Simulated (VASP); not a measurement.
# Si16C15 (a cell with a defect) in VASP: a series of runs, part 2 of 2

VASP 6.6.1. The steps go on from the part before.

## (3) Single point, PBE (atoms taken out, then relaxed in part)

The input, INCAR:

```
SYSTEM = Si16C15
PREC     = Accurate       ! precision mode
ENCUT    = 520            ! plane-wave cutoff, eV
EDIFF    = 1E-6           ! SCF threshold, eV
ISMEAR   = 0              ! smearing method
SIGMA    = 0.01           ! smearing width, eV
LREAL    = Auto         
LASPH    = .TRUE.         ! aspherical terms in the spheres
NELM     = 100            ! most SCF steps
ALGO     = Fast           ! electronic algorithm
ISIF     = 2              ! what is computed and relaxed
LWAVE    = .FALSE.        ! write WAVECAR
LCHARG   = .TRUE.         ! write CHGCAR
GGA      = PE             ! functional
LELF     = .TRUE.         ! ELF
LVHAR    = .TRUE.       
NELECT   = 126.0        
NBANDS   = 83             ! bands
```

The input, KPOINTS:

```
Automatic mesh
0
G
  4 4 2
  0 0 0
```

The input, POSCAR:

```
Si16C15
1.0
    3.0941201761     -5.3591733614      0.0000000000
   -6.1882403623      0.0000000058      0.0000000000
    0.0000000000      0.0000000000    -10.1293391959
Si C
16 15
Direct
    0.3442351532      0.1889298583      0.0716421086
    0.8351023611      0.1707451287      0.0651567869
    0.3383964460      0.6763047374      0.0640230211
    0.8373744141      0.6762840548      0.0640296376
    0.1657942010      0.3303731806      0.5609546817
    0.6640944169      0.3303861370      0.5609690801
    0.1658261262      0.8321812407      0.5625152123
    0.6628239451      0.8261165373      0.5601604771
    0.4906033186      0.0118556114      0.3137670043
    1.0207573795      0.0118250230      0.3137647301
    0.4695613956      0.4396184321      0.3011576467
    1.0004239928      0.5013468869      0.3093422990
    0.0011680295      0.5028320637      0.8134298813
    0.5031370172      0.5067760733      0.8114557220
    0.0011079918      1.0040512638      0.8137780893
    0.5024382759      1.0040509175      0.8137878937
    0.8328161568      0.1661235549      0.2518648282
    0.3334680557      0.6656399330      0.2501991771
    0.8315889156      0.6655893129      0.2502196383
    0.1679097556      0.3369403366      0.7499964685
    0.6685370115      0.3369353299      0.7500048607
    0.1677891217      0.8360911188      0.7513285906
    0.6684888910      0.8374852244      0.7484710064
   -0.0054600979     -0.0053782421      0.5036784722
    0.4996080266     -0.0053406067      0.5036806912
   -0.0009826400      0.4985448940      0.4993328931
    0.4961669699      0.4928262299      0.4988611894
    0.5079648578      0.5164489327      0.9941042351
    1.0026836648      0.5058832181      0.9993627915
    0.5038447553      1.0092460570      0.9994538325
    1.0048971713      1.0092479102      0.9994624593
```

Potentials or basis: VASP PAW PBE potentials, release 64 (Si, C).

Launch:

```bash
$ cat potpaw_PBE.64/Si/POTCAR potpaw_PBE.64/C/POTCAR > POTCAR
$ mpirun -np 1 vasp_std > vasp.out
```

OUTCAR:

```text
SYSTEM = Si16C15
   PREC = Accurate
   ENCUT = 520
   EDIFF = 1E-6
   ISMEAR = 0
   LREAL = Auto
   LASPH = .TRUE.
   NELM = 100
   ISIF = 2
   GGA = PE
   NELECT = 126.0

 ion  position               nearest neighbor table
   1  0.344  0.189  0.072-  28 1.92  30 1.96  31 1.96  11 2.69   9 3.00  10 3.00   4 3.03   3 3.04
                             2 3.10   2 3.10  14 3.14
   2  0.835  0.171  0.065-  17 1.89  30 1.90  31 1.90  29 1.92  12 3.04   3 3.07   4 3.07   1 3.10
                             1 3.10  16 3.11  15 3.11  13 3.11   4 3.12   3 3.12   9 3.12  10 3.12
   3  0.338  0.676  0.064-  18 1.89  30 1.90  28 1.90  29 1.91   1 3.04   2 3.07  12 3.08  16 3.08
                             4 3.09   4 3.10   9 3.11  13 3.12   2 3.12  14 3.12  11 3.12
[... 1856 lines left out ...]
  in kB       72.0913416     84.1920972    134.3067768    -10.4704667    -12.0300967    -20.8372503
  external PRESSURE =      96.8634052 kB  Pullay stress =       0.0000000 kB

 VOLUME and BASIS-vectors are now :
 -----------------------------------------------------------------------------
  energy-cutoff  :      520.00
  volume of cell :      335.93
      direct lattice vectors                 reciprocal lattice vectors
     3.094120176 -5.359173361  0.000000000    -0.000000000 -0.186595942  0.000000000
    -6.188240362  0.000000006  0.000000000    -0.161596826 -0.093297971  0.000000000
     0.000000000  0.000000000-10.129339196     0.000000000  0.000000000 -0.098723123

 POSITION                                       TOTAL-FORCE (eV/Angst)
 -----------------------------------------------------------------------------------
     -0.10404     -1.84482     -0.72569         0.011793      0.010518      0.022255
      1.52730     -4.47546     -0.66000        -0.000135     -0.003164      0.009777
     -3.13810     -1.81353     -0.64851        -0.008579      0.011005      0.014751
     -1.59407     -4.48763     -0.64858         0.003121     -0.014207      0.015027
     -1.53144     -0.88852     -5.68210        -0.004750      0.010200     -0.000207
      0.01028     -3.55900     -5.68225         0.006893     -0.007323      0.001274
[... 23 lines left out ...]
      1.50174     -2.70019    -10.12381         0.006766      0.015140     -0.008565
     -0.04208     -0.02624    -10.12389         0.014738      0.001347     -0.006132
 -----------------------------------------------------------------------------------
    total drift:                               -0.006447     -0.008829      0.016150

  FREE ENERGIE OF THE ION-ELECTRON SYSTEM (eV)
  ---------------------------------------------------
  free  energy   TOTEN  =      -208.3265955692 eV

  energy  without entropy=     -208.3265376556  energy(sigma->0) =     -208.32656661
```

OSZICAR:

```text
N       E                     dE             d eps       ncg     rms          rms(c)
DAV:   1     0.407529015936E+03    0.40753E+03   -0.57564E+04  3320   0.137E+03
DAV:   2    -0.192200411544E+03   -0.59973E+03   -0.56762E+03  4116   0.233E+02
DAV:   3    -0.234724576759E+03   -0.42524E+02   -0.41997E+02  4056   0.594E+01
DAV:   4    -0.235768763096E+03   -0.10442E+01   -0.10398E+01  4064   0.101E+01
DAV:   5    -0.235795187884E+03   -0.26425E-01   -0.26394E-01  4120   0.155E+00    0.333E+01
RMM:   6    -0.207893278664E+03    0.27902E+02   -0.82773E+01  3475   0.216E+01    0.153E+01
RMM:   7    -0.208811315453E+03   -0.91804E+00   -0.31548E+01  3656   0.144E+01    0.726E+00
RMM:   8    -0.208367396650E+03    0.44392E+00   -0.32876E+00  3598   0.544E+00    0.231E+00
RMM:   9    -0.208349259519E+03    0.18137E-01   -0.28854E-01  3956   0.196E+00    0.833E-01
RMM:  10    -0.208323917094E+03    0.25342E-01   -0.14108E-01  3954   0.923E-01    0.261E-01
RMM:  11    -0.208326007105E+03   -0.20900E-02   -0.20681E-02  4130   0.390E-01    0.126E-01
RMM:  12    -0.208326707873E+03   -0.70077E-03   -0.32125E-03  3974   0.170E-01    0.675E-02
RMM:  13    -0.208326576776E+03    0.13110E-03   -0.18275E-03  3950   0.107E-01    0.341E-02
RMM:  14    -0.208326587389E+03   -0.10613E-04   -0.23701E-04  4050   0.492E-02    0.143E-02
RMM:  15    -0.208326594118E+03   -0.67285E-05   -0.65600E-05  4233   0.216E-02    0.118E-02
RMM:  16    -0.208326596479E+03   -0.23610E-05   -0.69084E-06  3617   0.803E-03    0.384E-03
RMM:  17    -0.208326595569E+03    0.90949E-06   -0.20347E-06  2731   0.417E-03
   1 F= -.20832660E+03 E0= -.20832657E+03  d E =-.579136E-04
```

stdout:

```text
POSCAR found type information on POSCAR SiC
 POSCAR found :  2 types and      31 ions
 scaLAPACK will be used
 LDA part: xc-table for (Slater+PW92), standard interpolation
 POSCAR, INCAR and KPOINTS ok, starting setup
 FFT: planning ... GRIDC
 FFT: planning ... GRID_SOFT
 FFT: planning ... GRID
 WAVECAR not read
 entering main loop
 the old and the new charge density differ
 old charge density:   124.00000 new  126.00000
    0.333E+01
```

Wall time 19 min (1 thread of Oxide Virtual Turin-like, shared host); peak memory 0.59 GiB.

What came out:

```yaml
Free_energy: -208.3266 eV
Largest_force: 0.028 eV/Å
```

Forces in eV/Å, atoms in the order of the input:
```
Si   0.012  0.011  0.022
Si   0.000 -0.003  0.010
Si  -0.009  0.011  0.015
Si   0.003 -0.014  0.015
Si  -0.005  0.010  0.000
Si   0.007 -0.007  0.001
Si   0.005 -0.002 -0.009
Si  -0.013 -0.003 -0.003
Si  -0.002 -0.006 -0.008
Si  -0.009  0.003 -0.007
Si  -0.007 -0.003  0.003
Si   0.009  0.007  0.006
Si  -0.004 -0.002 -0.008
Si  -0.003 -0.002 -0.002
Si   0.007  0.003 -0.013
Si   0.006  0.005 -0.009
C   -0.020 -0.015  0.012
C    0.000  0.012  0.003
C    0.015 -0.008  0.007
C    0.003 -0.001  0.001
C   -0.003  0.003  0.001
C    0.008  0.002  0.002
C    0.012  0.008 -0.010
C   -0.015 -0.014  0.001
C   -0.016 -0.006  0.001
C   -0.003 -0.004  0.006
C   -0.002 -0.002 -0.004
C   -0.002  0.000 -0.005
C    0.002  0.001 -0.015
C    0.007  0.015 -0.009
C    0.015  0.001 -0.006
```

Caveat: the cell carries a net charge on a neutralising background, which shifts energy and pressure; the cell differs from its parent crystal (atoms taken out, then relaxed in part); the cell is charged against a uniform background, so pressure and absolute levels hang on convention.
